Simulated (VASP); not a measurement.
**Sc: single point with PBEsol**

The system is Sc.

```
CELL_PARAMETERS angstrom
3.35880 0.00000 0.00000
-1.67940 2.90881 0.00000
0.00000 0.00000 4.67580
ATOMIC_POSITIONS crystal
Sc 0.33333 0.66667 0.25000
Sc 0.66667 0.33333 0.75000
```

```json
{
  "Program": "VASP 6.6.1",
  "Task": "single point",
  "Functional": "PBEsol",
  "Potentials or basis": "VASP PAW PBE potentials, release 64 (Sc_sv)",
  "Cutoff": "520 eV",
  "k mesh": "15 × 15 × 10",
  "Occupations": "gaussian, width 0.15 eV",
  "Spin": "no spin polarisation"
}
```

The pressure is 2.0 GPa and the band gap on the k mesh is zero (bands 11 and 12 overlap by 2.20 eV).

Stress tensor (GPa, compression positive):
```
-0.86  0.00  0.00
 0.00 -0.86  0.00
 0.00  0.00  7.85
```

Levels at points of the mesh, in eV from the Fermi level:
```tsv
k point	band 7	band 8	band 9	band 10	band 11	band 12	band 13	band 14
(0.00, 0.00, 0.00)	-27.46	-27.37	-5.21	-1.62	1.54	1.54	1.83	2.04
(0.00, 0.00, 0.50)	-27.54	-27.54	-3.32	-3.32	1.26	1.26	1.26	1.26
```

It took 2.8 min on 1 thread of Intel Xeon 8259CL (shared host), peak memory 0.25 GiB.

Caveat: the stress differs along the axes, from -1 to 8 GPa; the PAW data sets were made with another functional, which shifts forces and pressure a little.
